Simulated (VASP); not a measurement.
# Zn in VASP: further runs

The runs below take Zn through single point, with PBEsol.

Everything below comes from runs of VASP 6.6.1. Logs are shortened: lines on timing, memory, paths and dates and some standing lists are left out, and cuts for length are marked.

## (1) The cell of the first run

The cell holds a slab with vacuum, 2 atoms: a = 2.590 Å, b = 4.916 Å, c = 16.748 Å, α = 90.00°, β = 90.00°, γ = 90.00°.

## (2) Single point, PBEsol

File INCAR:

```
SYSTEM = Zn
ALGO = Normal ; DIPOL = 0.5 0.5 0.500
EDIFF = 1E-6 ; EFIELD = -0.3
ENCUT = 520 ; GGA = PS
IDIPOL = 3 ; ISIF = 2
ISMEAR = -1 ; LASPH = .True.
LCHARG = .False. ; LDIPOL = .True.
LREAL = .False. ; LWAVE = .False.
NBANDS = 19 ; NELM = 100
PREC = Accurate ; SIGMA = 0.05
```

File KPOINTS:

```
k-points
0
Gamma
  16 8 1
  0 0 0
```

File POSCAR:

```
Zn
1.0
    2.5897394499      0.0000000000      0.0000000000
    0.0000000000      4.9158390205      0.0000000000
    0.0000000000      0.0000000000     16.7476000000
Zn
2
Direct
    0.7500000000      0.7500000000      0.4997211770
    0.2500000000      0.2500000000      0.5002788230
```

Potentials or basis: VASP PAW PBE potentials, release 64 (Zn).

Command:

```
> cat potpaw_PBE.64/Zn/POTCAR > POTCAR
> mpirun -np 1 vasp_std > vasp.out
```

OUTCAR:

```text
SYSTEM = Zn
   EDIFF = 1E-6
   ENCUT = 520
   GGA = PS
   ISIF = 2
   ISMEAR = -1
   LASPH = .True.
   LREAL = .False.
   NELM = 100
   PREC = Accurate

 ion  position               nearest neighbor table
   1  0.750  0.750  0.500-   2 2.78   2 2.78   2 2.78   2 2.78
   2  0.250  0.250  0.500-   1 2.78   1 2.78   1 2.78   1 2.78

  LATTYP: Found a simple orthorhombic cell.
 ALAT       =     2.5897394499
 B/A-ratio  =     1.8981982997
 C/A-ratio  =     6.4669053872

  Lattice vectors:

 A1 = (   2.5897394499,   0.0000000000,   0.0000000000)
 A2 = (   0.0000000000,   4.9158390205,   0.0000000000)
 A3 = (   0.0000000000,   0.0000000000,  16.7476000000)

Analysis of symmetry for initial positions (statically):
=====================================================================
 Subroutine PRICEL returns:
 Original cell was already a primitive cell.

 Routine SETGRP: Setting up the symmetry group for a
 simple orthorhombic supercell.

 Subroutine GETGRP returns: Found  8 space group operations
 (whereof  2 operations were pure point group operations)
 out of a pool of  8 trial point group operations.

The static configuration has the point symmetry S_2 .
 The point group associated with its full space group is D_2h.

Analysis of symmetry for dynamics (positions and initial velocities):
=====================================================================
 An external electric field (EFIELD) may reduce the allowed symmetry operations
 Subroutine PRICEL returns:
 Original cell was already a primitive cell.

 Routine SETGRP: Setting up the symmetry group for a
 simple orthorhombic supercell.

 Subroutine GETGRP returns: Found  4 space group operations
 (whereof  1 operations were pure point group operations)
 out of a pool of  8 trial point group operations.

The dynamic configuration has the point symmetry C_1 .
 The point group associated with its full space group is C_2v.

 Subroutine INISYM returns: Found  4 space group operations
 (whereof  1 operations are pure point group operations),
 and found     1 'primitive' translations

----------------------------------------------------------------------------------------

                                     Primitive cell

  volume of cell :     213.2094

  direct lattice vectors                    reciprocal lattice vectors
     2.589739450  0.000000000  0.000000000     0.386139231  0.000000000  0.000000000
     0.000000000  4.915839020  0.000000000     0.000000000  0.203424074  0.000000000
     0.000000000  0.000000000 16.747600000     0.000000000  0.000000000  0.059710048

  length of vectors
     2.589739450  4.915839020 16.747600000     0.386139231  0.203424074  0.059710048

  position of ions in fractional coordinates (direct lattice)
     0.750000000  0.750000000  0.499721177
     0.250000000  0.250000000  0.500278823

  ion indices of the primitive-cell ions
   primitive index   ion index
                 1           1
                 2           2

----------------------------------------------------------------------------------------

 KPOINTS: k-points

Automatic generation of k-mesh.
 Grid dimensions read from file:
 generate k-points for:   16    8    1

 Generating k-lattice:

  Cartesian coordinates                     Fractional coordinates (reciprocal lattice)
     0.024133702  0.000000000  0.000000000     0.062500000  0.000000000  0.000000000
     0.000000000  0.025428009  0.000000000     0.000000000  0.125000000  0.000000000
     0.000000000  0.000000000  0.059710048     0.000000000  0.000000000  1.000000000

  Length of vectors
     0.024133702  0.025428009  0.059710048

  Shift w.r.t. Gamma in fractional coordinates (k-lattice)
     0.000000000  0.000000000  0.000000000

 Subroutine IBZKPT returns following result:
 ===========================================

 Found     45 irreducible k-points:

 Following reciprocal coordinates:
            Coordinates               Weight
  0.000000  0.000000  0.000000      1.000000
  0.062500  0.000000  0.000000      2.000000
  0.125000  0.000000  0.000000      2.000000
  0.187500  0.000000  0.000000      2.000000
  0.250000  0.000000  0.000000      2.000000
  0.312500  0.000000  0.000000      2.000000
[... 16 lines left out ...]
  0.250000  0.250000  0.000000      4.000000
  0.312500  0.250000  0.000000      4.000000
 [... further k-points ...]
   k-points           NKPTS =     45   k-points in BZ     NKDIM =     45   number of bands    NBANDS=     19
   number of dos      NEDOS =    301   number of ions     NIONS =      2
   total plane-waves  NPLWV = 100800
   dimension x,y,z NGX =    20 NGY =   40 NGZ =  126
   dimension x,y,z NGXF=    40 NGYF=   80 NGZF=  252
   ions per type =               2
   NGX,Y,Z   is equivalent  to a cutoff of  12.84, 13.53, 12.51 a.u.
   NGXF,Y,Z  is equivalent  to a cutoff of  25.68, 27.05, 25.01 a.u.
 SYSTEM =  Zn
   PREC   = accura    normal or accurate (medium, high low for compatibility)
   ISTART =      0    job   : 0-new  1-cont  2-samecut
   ICHARG =      2    charge: 1-file 2-atom 10-const
   ISPIN  =      1    spin polarized calculation?
   LNONCOLLINEAR =      F non collinear calculations
   LSORBIT =      F    spin-orbit coupling
   LASPH  =      T    aspherical Exc in radial PAW
   ENCUT  =  520.0 eV  38.22 Ry    6.18 a.u.   4.82  9.14 31.14*2*pi/ulx,y,z
   NELM   =    100;   NELMIN=  2; NELMDL= -5     # of ELM steps
   EDIFF  = 0.1E-05   stopping-criterion for ELM
   LREAL  =      F    real-space projection
   EDIFFG = 0.1E-04   stopping-criterion for IOM
   NSW    =      0    number of steps for IOM
   IBRION =     -1    ionic relax: 0-MD 1-quasi-New 2-CG
   NFREE  =      0    steps in history (QN), initial steepest desc. (CG)
   ISIF   =      2    stress and relaxation
   ISYM   =      2    0-nonsym 1-usesym 2-fastsym
   POTIM  = 0.5000    time-step for ionic-motion
   TEBEG  =    0.0;   TEEND  =   0.0 temperature during run
   PSTRESS=    0.0 pullay stress
   NELECT =      24.0000    total number of electrons
   NUPDOWN=      -1.0000    fix difference up-down
   EMIN   =  10.00;   EMAX   =-10.00  energy-range for DOS
   EFERMI =   0.00;   METHOD = LEGACY
   ISMEAR =    -1;   SIGMA  =   0.05  broadening in eV -4-tet -1-fermi 0-gaus
   EFERMI_NEDOS =   21; number of points for ismear=-14 and -15
   IALGO  =     38    algorithm
   IMIX   =      4    mixing-type and parameters
     AMIX     =   0.40;   BMIX     =  1.00
     AMIX_MAG =   1.60;   BMIX_MAG =  1.00
  volume/ion in A,a.u.               =     106.60       719.40
  Fermi-wavevector in a.u.,A,eV,Ry     =   0.790454  1.493741  8.501154  0.624817
  Thomas-Fermi vector in A             =   1.895798
   LORBIT       =      0    0 simple, 1 ext, 2 COOP (PROOUT), +10 PAW based schemes
   GGA     = PS    functional components
   LHFCALC =     F    Hartree Fock is set to
   AEXX    =    0.0000 exact exchange contribution
   IVDW    =     0    specifies the selected vdW correction
   LEPSILON=     F    determine dielectric tensor
   LRPA    =     F    only Hartree local field effects (RPA)
 non-spin polarized calculation
  energy-cutoff  :      520.00
  volume of cell :      213.21
 maximum number of plane-waves:      5784
 NGX is ok and might be reduce to    20
   NGX =  9   NGY = 19   NGZ = 63

 dipolmoment           0.000000      0.000000      0.000000 electrons x Angstroem

 number of electron      24.0000005 magnetization

 dipolmoment           0.000000      0.000000     -0.071526 electrons x Angstroem

 Free energy of the ion-electron system (eV)
  ---------------------------------------------------
  ext. energy  EPLUGINS =         0.00000000
  ---------------------------------------------------
  free energy    TOTEN  =        -2.00386808 eV

  energy without entropy =       -1.99844725  energy(sigma->0) =       -2.00115767

 E-fermi :  -2.9947     XC(G=0):  -2.7074

 val. band max:       -3.1603249976   @ k =   0.0625   0.0000   0.0000
 cond. band min:      -2.9695920036   @ k =   0.1250   0.0000   0.0000
 fundamental gap:      0.1907329940
 Fermi energy:        -2.9947217625

 k-point     1 :       0.0000    0.0000    0.0000
  band No.  band energies     occupation
      1     -11.2973      2.00000
      2     -10.9683      2.00000
      3     -10.4633      2.00000
      4     -10.4515      2.00000
      5     -10.1148      2.00000
      6     -10.0022      2.00000
[... 11 lines left out ...]
     18       1.7736      0.00000
     19       3.5316      0.00000

 k-point     2 :       0.0625    0.0000    0.0000
  band No.  band energies     occupation
      1     -11.2288      2.00000
      2     -10.9266      2.00000
      3     -10.4545      2.00000
      4     -10.4306      2.00000
      5     -10.1309      2.00000
      6     -10.0022      2.00000
[... 11 lines left out ...]
     18       1.8725      0.00000
     19       3.6179      0.00000

 k-point     3 :       0.1250    0.0000    0.0000
  band No.  band energies     occupation
      1     -11.0426      2.00000
      2     -10.8077      2.00000
      3     -10.4288      2.00000
      4     -10.3653      2.00000
      5     -10.1764      2.00000
      6     -10.0074      2.00000
[... 11 lines left out ...]
     18       2.1653      0.00000
     19       3.8765      0.00000

 k-point     4 :       0.1875    0.0000    0.0000
  band No.  band energies     occupation
      1     -10.8024      2.00000
      2     -10.6299      2.00000
      3     -10.3886      2.00000
      4     -10.2504      2.00000
      5     -10.2440      2.00000
      6     -10.0919      2.00000
[... 407 lines left out ...]
     18       2.8054      0.00000
     19       4.0264      0.00000

 k-point    23 :       0.2500    0.2500    0.0000
  band No.  band energies     occupation
      1     -10.6410      2.00000
      2     -10.4469      2.00000
      3     -10.3415      2.00000
      4     -10.2553      2.00000
      5     -10.2352      2.00000
      6     -10.2256      2.00000
[... 11 lines left out ...]
     18       3.4211      0.00000
     19       3.4988      0.00000

 k-point    24 :       0.3125    0.2500    0.0000
  band No.  band energies     occupation
      1     -10.6641      2.00000
      2     -10.5036      2.00000
      3     -10.3660      2.00000
      4     -10.3231      2.00000
      5     -10.1617      2.00000
      6     -10.1554      2.00000
[... 11 lines left out ...]
     18       3.3361      0.00000
     19       4.2000      0.00000

 [... further k-points ...]

------------------------ aborting loop because EDIFF is reached ----------------------------------------

 vacuum level on the upper side and lower side of the slab       (xc-potential included)         1.815        -2.097

  FORCE on cell =-STRESS in cart. coord.  units (eV):
  Direction    XX          YY          ZZ          XY          YZ          ZX
  --------------------------------------------------------------------------------------
  -------------------------------------------------------------------------------------
  Total       -2.5997033     -3.3481707     -0.0178699      0.0000000      0.0000000      0.0000000
  in kB      -19.5356587    -25.1600711     -0.1342845      0.0000000      0.0000000      0.0000000
  external PRESSURE =     -14.9433381 kB  Pullay stress =       0.0000000 kB

 VOLUME and BASIS-vectors are now :
 -----------------------------------------------------------------------------
  energy-cutoff  :      520.00
  volume of cell :      213.21
      direct lattice vectors                 reciprocal lattice vectors
     2.589739450  0.000000000  0.000000000     0.386139231  0.000000000  0.000000000
     0.000000000  4.915839020  0.000000000     0.000000000  0.203424074  0.000000000
     0.000000000  0.000000000 16.747600000     0.000000000  0.000000000  0.059710048

 POSITION                                       TOTAL-FORCE (eV/Angst)
 -----------------------------------------------------------------------------------
      1.94230      3.68688      8.36913         0.000000      0.000000      0.006048
      0.64743      1.22896      8.37847         0.000000      0.000000     -0.006048
 -----------------------------------------------------------------------------------
    total drift:                               -0.000000     -0.000000      0.000580

  FREE ENERGIE OF THE ION-ELECTRON SYSTEM (eV)
  ---------------------------------------------------
  free  energy   TOTEN  =        -2.0038680839 eV

  energy  without entropy=       -1.9984472516  energy(sigma->0) =       -2.00115767

 vacuum level on the upper side and lower side of the slab         2.908        -1.007
```

Wall time 3.5 min (1 thread of Intel Xeon 6975P-C, shared host); peak memory 0.38 GiB.

Results:

| Quantity | Value |
| --- | --- |
| Free energy | -2.0039 eV |
| Largest force | 0.006 eV/Å |
| Band gap on the k mesh | zero (band 12 reaches -1.15 eV, above the bottom of band 13 at -3.77 eV) |

Forces on the atoms (eV/Å):
```
Zn   0.000  0.000  0.006
Zn   0.000  0.000 -0.006
```

Levels at points of the mesh, in eV from the Fermi level:
| k point | band 8 | band 9 | band 10 | band 11 | band 12 | band 13 | band 14 | band 15 | band 16 | band 17 |
| --- | --- | --- | --- | --- | --- | --- | --- | --- | --- | --- |
| (0.00, 0.00, 0.00) | -6.93 | -6.87 | -6.64 | -6.57 | -1.02 | -0.78 | -0.23 | 2.75 | 3.85 | 4.61 |
| (0.50, 0.00, 0.00) | -7.11 | -6.81 | -6.81 | -1.31 | -1.31 | 4.84 | 4.84 | 5.12 | 5.13 | 5.64 |
| (0.00, 0.50, 0.00) | -6.90 | -6.88 | -6.88 | -5.49 | -5.49 | 0.97 | 0.97 | 4.30 | 4.30 | 5.36 |
| (0.50, 0.50, 0.00) | -6.98 | -6.59 | -6.59 | -0.44 | -0.44 | 1.13 | 1.14 | 5.85 | 5.85 | 7.91 |

Caveat: the PAW data sets were made with another functional, which shifts forces and pressure a little.

[end of part 1 of 2]
